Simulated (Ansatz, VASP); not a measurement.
# Si in VASP and in Ansatz

```
Si
1.0
     3.83132    0.00000    0.00000
    -1.91566    3.75334    0.00000
     0.00000    0.00000    6.33262
Si
4
Direct
  0.33333 0.66667 0.06301
  0.66667 0.33333 0.56301
  0.33333 0.66667 0.43699
  0.66667 0.33333 0.93699
```

Change from the starting cell: strain +0.1312 x Voigt [0, 1, 0, 0, 0, 0], atoms carried along.

Alike in both runs: task single point; functional r2SCAN; k mesh 12 × 12 × 6; occupations gaussian, width 0.05 eV; no spin polarisation.

|  | VASP | Ansatz |
| --- | --- | --- |
| version | VASP 6.6.1 | Ansatz 0.2.0 |
| potentials or method | VASP PAW PBE potentials, release 64 (Si), cutoff 520 eV | scalar-relativistic, plane waves, PAW |
| valence electrons in the cell | 16 | 16 |

Ansatz gave:

- gap on the k mesh at the Fermi level (eV): none
- pressure (GPa): -7.9
- traceless stress, the component that is largest in VASP (GPa): -10.94
- rms of the force components (eV/Å): 0.282

What did VASP give for the same quantities?

gap on the k mesh at the Fermi level (eV): none; pressure (GPa): -8.1; traceless stress, the component that is largest in VASP (GPa): -10.97; rms of the force components (eV/Å): 0.277.

VASP's potentials were made for PBE, not for r2SCAN. Atom by atom the forces differ by 0.006 eV/Å (rms over components). A gap of «none» marks a metal or a gap that the smearing closes.
